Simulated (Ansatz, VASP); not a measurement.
**Two plane-wave programs on Bi**

POSCAR

```
Bi
1.0
    3.3018899442      0.0000000000      0.0000000000
    0.0000000000      3.2848288383      0.0000000000
   -0.0820328266      0.0000000000      6.5702716347
Bi
2
Direct
    0.5442472500      0.0000000000      0.7495778900
    0.4557527500      0.0000000000      0.2504221100
```

File INCAR.step1:

```
SYSTEM = Bi
PREC = Accurate
ENCUT = 520
EDIFF = 1E-5
ISMEAR = -1
SIGMA = 0.05
LREAL = .FALSE.
LASPH = .TRUE.
NELM = 100
ALGO = Normal
ISIF = 2
LWAVE = .TRUE.
LCHARG = .FALSE.
GGA = PE
NBANDS = 22
```

The input INCAR.step2:

```
SYSTEM = Bi
PREC = Accurate
ENCUT = 520
EDIFF = 1E-6
ISMEAR = -1
SIGMA = 0.05
LREAL = .FALSE.
LASPH = .TRUE.
NELM = 100
ALGO = Normal
ISIF = 2
LWAVE = .FALSE.
LCHARG = .FALSE.
GGA = PE
LHFCALC = .TRUE.
AEXX = 0.25
PRECFOCK = Normal
ISTART = 1
NBANDS = 22
```

File KPOINTS:

```
regular mesh
0
G
  4 4 2
  0 0 0
```

File input.yaml:

```yaml
crystal:
  lattice:
    - [3.3018899442, 0.0, 0.0]
    - [0.0, 3.2848288383, 0.0]
    - [-0.0820328266, 0.0, 6.5702716347]
  atoms:
    - { symbol: Bi, position: [0.54424725, 0.0, 0.74957789] }
    - { symbol: Bi, position: [0.45575275, 0.0, 0.25042211] }
hamiltonian:
  xc: pbe0
  pseudopotentials: { kind: paw }
kpoints:
  mp_grid: { grid: [4, 4, 2] }
scf:
  occupations: { method: fermi_dirac, width: 0.05 }
output:
  forces: true
  stress: true
  eigenvalues: true
```

Alike in both runs: task single point; functional PBE0; k mesh 4 × 4 × 2; occupations fermi-dirac, width 0.05 eV; no spin polarisation.

|  | VASP | Ansatz |
| --- | --- | --- |
| version | VASP 6.6.1 | Ansatz 0.2.0 |
| potentials or method | VASP PAW PBE potentials, release 64 (Bi_d) | Ansatz PAW |
| plane-wave cutoff (eV) | 520 | 420 |
| valence electrons in the cell | 30 | 30 |

```tsv
	VASP	Ansatz	Ansatz less VASP
gap on the k mesh at the Fermi level (eV)	none	none	-
pressure (GPa)	-1.7	-1.6	+0.16
traceless stress, the component that is largest in VASP (GPa)	2.33	2.35	+0.018
rms of the force components (eV/Å)	0.165	0.166	+0.0011
```

Atom by atom the forces differ by 0.002 eV/Å (rms over components). A gap of «none» marks a metal or a gap that the smearing closes.

The k mesh is coarse, so the values compare programs but aren't converged. Spin-orbit coupling is off throughout.
